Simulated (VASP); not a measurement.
# CaO (I4/mcm) in VASP: further runs

The runs below take CaO through single point, with PBE.

Program: VASP 6.6.1. These are calculated values, not measurements. Logs are shortened: lines on timing, memory, paths and dates and some standing lists are left out, and cuts for length are marked.

### 1 The cell of the first run

The structure is tetragonal, space group I4/mcm (No. 140). Conventional cell: a = 7.668 Å, b = 7.668 Å, c = 4.653 Å, α = 90.00°, β = 90.00°, γ = 90.00°. Within 2.9 Å of Ca (site symmetry m2m) lie 5 O at 2.22 to 2.33 Å. Within 2.9 Å of O (site symmetry m2m) lie 5 Ca at 2.22 to 2.33 Å.

### 2 Single point, PBE (17.10 Å³/atom)

File INCAR:

```
PREC = Accurate
ENCUT = 520
EDIFF = 1E-6
ISMEAR = 0
SIGMA = 0.02
LREAL = False
LASPH = True
NELM = 100
ALGO = Normal
ISIF = 2
LWAVE = False
LCHARG = False
GGA = PE
NBANDS = 42
```

File KPOINTS:

```
Automatic mesh
0
Gamma
  8 8 8
```

File POSCAR:

```
CaO
1.0
   -3.8338877151      3.8338877151      2.3265839099
    3.8338877151     -3.8338877151      2.3265839099
    3.8338877151      3.8338877151     -2.3265839099
Ca O
4 4
Direct
    0.8514271873      0.3514271873      0.2028543745
    0.1485728127      0.6485728127      0.7971456255
    0.3514271873      0.1485728127      0.5000000000
    0.6485728127      0.8514271873      0.5000000000
    0.8530812721      0.6469187279      0.5000000000
    0.1469187279      0.3530812721      0.5000000000
    0.3530812721      0.8530812721      0.2061625442
    0.6469187279      0.1469187279      0.7938374558
```

Potentials or basis: VASP PAW PBE potentials, release 64 (Ca_sv, O).

The run is started by

```bash
$ cat potpaw_PBE.64/Ca_sv/POTCAR potpaw_PBE.64/O/POTCAR > POTCAR
$ mpirun -np 1 vasp_std > vasp.out
```

OUTCAR:

```text
PREC = Accurate
   ENCUT = 520
   EDIFF = 1E-6
   ISMEAR = 0
   LREAL = False
   LASPH = True
   NELM = 100
   ISIF = 2
   GGA = PE

 ion  position               nearest neighbor table
   1  0.851  0.351  0.203-   8 2.22   6 2.27   5 2.27   7 2.33   7 2.33
   2  0.149  0.649  0.797-   7 2.22   6 2.27   5 2.27   8 2.33   8 2.33
   3  0.351  0.149  0.500-   6 2.22   7 2.27   8 2.27   5 2.33   5 2.33
   4  0.649  0.851  0.500-   5 2.22   7 2.27   8 2.27   6 2.33   6 2.33
   5  0.853  0.647  0.500-   4 2.22   2 2.27   1 2.27   3 2.33   3 2.33
   6  0.147  0.353  0.500-   3 2.22   2 2.27   1 2.27   4 2.33   4 2.33
   7  0.353  0.853  0.206-   2 2.22   3 2.27   4 2.27   1 2.33   1 2.33
   8  0.647  0.147  0.794-   1 2.22   3 2.27   4 2.27   2 2.33   2 2.33

  LATTYP: Found a body centered tetragonal cell.
 ALAT       =     7.6677754302
 C/A-ratio  =     0.6068471700

  Lattice vectors:

 A1 = (  -3.8338877151,   3.8338877151,   2.3265839099)
 A2 = (   3.8338877151,  -3.8338877151,   2.3265839099)
 A3 = (   3.8338877151,   3.8338877151,  -2.3265839099)

Analysis of symmetry for initial positions (statically):
=====================================================================
 Subroutine PRICEL returns:
 Original cell was already a primitive cell.

 Routine SETGRP: Setting up the symmetry group for a
 body centered tetragonal supercell.

 Subroutine GETGRP returns: Found 16 space group operations
 (whereof  8 operations were pure point group operations)
 out of a pool of 16 trial point group operations.

The static configuration has the point symmetry C_4h.
 The point group associated with its full space group is D_4h.

Analysis of symmetry for dynamics (positions and initial velocities):
=====================================================================
 Subroutine PRICEL returns:
 Original cell was already a primitive cell.

 Routine SETGRP: Setting up the symmetry group for a
 body centered tetragonal supercell.

 Subroutine GETGRP returns: Found 16 space group operations
 (whereof  8 operations were pure point group operations)
 out of a pool of 16 trial point group operations.

The dynamic configuration has the point symmetry C_4h.
 The point group associated with its full space group is D_4h.

 Subroutine INISYM returns: Found 16 space group operations
 (whereof  8 operations are pure point group operations),
 and found     1 'primitive' translations

----------------------------------------------------------------------------------------

                                     Primitive cell

  volume of cell :     136.7910

  direct lattice vectors                    reciprocal lattice vectors
    -3.833887715  3.833887715  2.326583910     0.000000000  0.130415922  0.214907357
     3.833887715 -3.833887715  2.326583910     0.130415922  0.000000000  0.214907357
     3.833887715  3.833887715 -2.326583910     0.130415922  0.130415922  0.000000000

  length of vectors
     5.900032433  5.900032433  5.900032433     0.251383144  0.251383144  0.184435965

  position of ions in fractional coordinates (direct lattice)
     0.851427187  0.351427187  0.202854374
     0.148572813  0.648572813  0.797145626
     0.351427187  0.148572813  0.500000000
     0.648572813  0.851427187  0.500000000
     0.853081272  0.646918728  0.500000000
     0.146918728  0.353081272  0.500000000
     0.353081272  0.853081272  0.206162544
     0.646918728  0.146918728  0.793837456

  ion indices of the primitive-cell ions
   primitive index   ion index
                 1           1
                 2           2
                 3           3
                 4           4
                 5           5
                 6           6
                 7           7
                 8           8

----------------------------------------------------------------------------------------

 KPOINTS: Automatic mesh

Automatic generation of k-mesh.
 Grid dimensions read from file:
 generate k-points for:    8    8    8

 Generating k-lattice:

  Cartesian coordinates                     Fractional coordinates (reciprocal lattice)
     0.000000000  0.016301990  0.026863420     0.125000000  0.000000000  0.000000000
     0.016301990  0.000000000  0.026863420     0.000000000  0.125000000  0.000000000
     0.016301990  0.016301990  0.000000000     0.000000000  0.000000000  0.125000000

  Length of vectors
     0.031422893  0.031422893  0.023054496

  Shift w.r.t. Gamma in fractional coordinates (k-lattice)
     0.000000000  0.000000000  0.000000000

 Subroutine IBZKPT returns following result:
 ===========================================

 Found     59 irreducible k-points:

 Following reciprocal coordinates:
            Coordinates               Weight
  0.000000  0.000000  0.000000      1.000000
  0.125000  0.000000 -0.000000      8.000000
  0.250000  0.000000 -0.000000      8.000000
  0.375000  0.000000  0.000000      8.000000
  0.500000  0.000000 -0.000000      4.000000
  0.125000  0.125000 -0.000000      8.000000
[... 16 lines left out ...]
  0.250000  0.125000  0.125000     16.000000
  0.375000  0.125000  0.125000      8.000000
 [... further k-points ...]
   k-points           NKPTS =     59   k-points in BZ     NKDIM =     59   number of bands    NBANDS=     42
   number of dos      NEDOS =    301   number of ions     NIONS =      8
   total plane-waves  NPLWV = 110592
   dimension x,y,z NGX =    48 NGY =   48 NGZ =   48
   dimension x,y,z NGXF=    96 NGYF=   96 NGZF=   96
   ions per type =               4   4
   NGX,Y,Z   is equivalent  to a cutoff of  13.53, 13.53, 13.53 a.u.
   NGXF,Y,Z  is equivalent  to a cutoff of  27.05, 27.05, 27.05 a.u.
 SYSTEM =  unknown system
   PREC   = accura    normal or accurate (medium, high low for compatibility)
   ISTART =      0    job   : 0-new  1-cont  2-samecut
   ICHARG =      2    charge: 1-file 2-atom 10-const
   ISPIN  =      1    spin polarized calculation?
   LNONCOLLINEAR =      F non collinear calculations
   LSORBIT =      F    spin-orbit coupling
   LASPH  =      T    aspherical Exc in radial PAW
   ENCUT  =  520.0 eV  38.22 Ry    6.18 a.u.  10.97 10.97 10.97*2*pi/ulx,y,z
   NELM   =    100;   NELMIN=  2; NELMDL= -5     # of ELM steps
   EDIFF  = 0.1E-05   stopping-criterion for ELM
   LREAL  =      F    real-space projection
   EDIFFG = 0.1E-04   stopping-criterion for IOM
   NSW    =      0    number of steps for IOM
   IBRION =     -1    ionic relax: 0-MD 1-quasi-New 2-CG
   NFREE  =      0    steps in history (QN), initial steepest desc. (CG)
   ISIF   =      2    stress and relaxation
   ISYM   =      2    0-nonsym 1-usesym 2-fastsym
   POTIM  = 0.5000    time-step for ionic-motion
   TEBEG  =    0.0;   TEEND  =   0.0 temperature during run
   PSTRESS=    0.0 pullay stress
   NELECT =      64.0000    total number of electrons
   NUPDOWN=      -1.0000    fix difference up-down
   EMIN   =  10.00;   EMAX   =-10.00  energy-range for DOS
   EFERMI =   0.00;   METHOD = LEGACY
   ISMEAR =     0;   SIGMA  =   0.02  broadening in eV -4-tet -1-fermi 0-gaus
   EFERMI_NEDOS =   21; number of points for ismear=-14 and -15
   IALGO  =     38    algorithm
   IMIX   =      4    mixing-type and parameters
     AMIX     =   0.40;   BMIX     =  1.00
     AMIX_MAG =   1.60;   BMIX_MAG =  1.00
  volume/ion in A,a.u.               =      17.10       115.39
  Fermi-wavevector in a.u.,A,eV,Ry     =   1.270913  2.401676 21.976384  1.615219
  Thomas-Fermi vector in A             =   2.403874
   LORBIT       =      0    0 simple, 1 ext, 2 COOP (PROOUT), +10 PAW based schemes
   GGA     = PE    functional components
   LHFCALC =     F    Hartree Fock is set to
   AEXX    =    0.0000 exact exchange contribution
   IVDW    =     0    specifies the selected vdW correction
   LEPSILON=     F    determine dielectric tensor
   LRPA    =     F    only Hartree local field effects (RPA)
 non-spin polarized calculation
 Gauss-broadening in eV      SIGMA  =   0.02
  energy-cutoff  :      520.00
  volume of cell :      136.79
 maximum number of plane-waves:      3710
 NGX is ok and might be reduce to    48
   NGX = 21   NGY = 21   NGZ = 21

 number of electron      63.9999997 magnetization

 Free energy of the ion-electron system (eV)
  ---------------------------------------------------
  ext. energy  EPLUGINS =         0.00000000
  ---------------------------------------------------
  free energy    TOTEN  =       -49.86646597 eV

  energy without entropy =      -49.86646597  energy(sigma->0) =      -49.86646597

 E-fermi :   1.2975     XC(G=0):  -8.9571

 val. band max:        1.1735530882   @ k =   0.0000   0.0000   0.0000
 cond. band min:       3.5497780310   @ k =   0.0000   0.0000   0.0000
 fundamental gap:      2.3762249427
 Fermi energy:         1.2975413154

 k-point     1 :       0.0000    0.0000    0.0000
  band No.  band energies     occupation
      1     -36.2422      2.00000
      2     -36.1167      2.00000
      3     -36.0789      2.00000
      4     -36.0789      2.00000
      5     -18.0142      2.00000
      6     -17.7553      2.00000
[... 34 lines left out ...]
     41       9.2095      0.00000
     42       9.2277      0.00000

 k-point     2 :       0.1250    0.0000   -0.0000
  band No.  band energies     occupation
      1     -36.2335      2.00000
      2     -36.1196      2.00000
      3     -36.0825      2.00000
      4     -36.0803      2.00000
      5     -18.1037      2.00000
      6     -17.8770      2.00000
[... 34 lines left out ...]
     41       8.9425      0.00000
     42       9.0984      0.00000

 k-point     3 :       0.2500    0.0000   -0.0000
  band No.  band energies     occupation
      1     -36.2096      2.00000
      2     -36.1248      2.00000
      3     -36.0919      2.00000
      4     -36.0875      2.00000
      5     -18.2453      2.00000
      6     -18.0674      2.00000
[... 897 lines left out ...]
      4     -36.0990      2.00000
      5     -18.2804      2.00000
      6     -18.1918      2.00000
[... 34 lines left out ...]
     41       8.7766      0.00000
     42       9.3284      0.00000

 k-point    24 :       0.3750    0.1250    0.1250
  band No.  band energies     occupation
      1     -36.1442      2.00000
      2     -36.1442      2.00000
      3     -36.1112      2.00000
      4     -36.1112      2.00000
      5     -18.2753      2.00000
      6     -18.2753      2.00000
[... 34 lines left out ...]
     41       9.1767      0.00000
     42       9.1769      0.00000

 [... further k-points ...]
[... 5 lines left out ...]
  --------------------------------------------------------------------------------------
  -------------------------------------------------------------------------------------
  Total        7.8373591      7.8373591      7.9526802      0.0000000      0.0000000     -0.0000000
  in kB       91.7958055     91.7958055     93.1465147      0.0000000      0.0000000     -0.0000000
  external PRESSURE =      92.2460419 kB  Pullay stress =       0.0000000 kB

 VOLUME and BASIS-vectors are now :
 -----------------------------------------------------------------------------
  energy-cutoff  :      520.00
  volume of cell :      136.79
      direct lattice vectors                 reciprocal lattice vectors
    -3.833887715  3.833887715  2.326583910     0.000000000  0.130415922  0.214907357
     3.833887715 -3.833887715  2.326583910     0.130415922  0.000000000  0.214907357
     3.833887715  3.833887715 -2.326583910     0.130415922  0.130415922  0.000000000

 POSITION                                       TOTAL-FORCE (eV/Angst)
 -----------------------------------------------------------------------------------
     -1.13922      2.69466      2.32658        -0.006513     -0.006513      0.000000
      4.97311      1.13922     -0.00000         0.006513      0.006513     -0.000000
      1.13922      2.69466      0.00000         0.006513     -0.006513     -0.000000
      2.69466      1.13922      2.32658        -0.006513      0.006513     -0.000000
      1.12654      2.70735      2.32658         0.011763     -0.011763      0.000000
      2.70735      1.12654      0.00000        -0.011763      0.011763     -0.000000
      2.70735     -1.12654      2.32658        -0.011763     -0.011763      0.000000
      1.12654      4.96043      0.00000         0.011763      0.011763     -0.000000
 -----------------------------------------------------------------------------------
    total drift:                               -0.000000      0.000000      0.000000

  FREE ENERGIE OF THE ION-ELECTRON SYSTEM (eV)
  ---------------------------------------------------
  free  energy   TOTEN  =       -49.8664659690 eV

  energy  without entropy=      -49.8664659690  energy(sigma->0) =      -49.86646597
```

It took 3.2 min on 1 thread of Intel Xeon 6975P-C (Granite Rapids), shared host; peak memory 0.48 GiB.

Results:

```yaml
Free_energy: -49.8665 eV
Pressure: 9.2 GPa
Largest_force: 0.017 eV/Å
Band_gap_on_the_k_mesh: 2.38 eV
```

Forces on the atoms (eV/Å):
```
Ca  -0.007 -0.007  0.000
Ca   0.007  0.007  0.000
Ca   0.007 -0.007  0.000
Ca  -0.007  0.007  0.000
O    0.012 -0.012  0.000
O   -0.012  0.012  0.000
O   -0.012 -0.012  0.000
O    0.012  0.012  0.000
```

Stress tensor (GPa, compression positive):
```
9.18 0.00 0.00
0.00 9.18 0.00
0.00 0.00 9.31
```

Caveat: the cell stands under pressure.

(Part 1 of 2 ends here.)
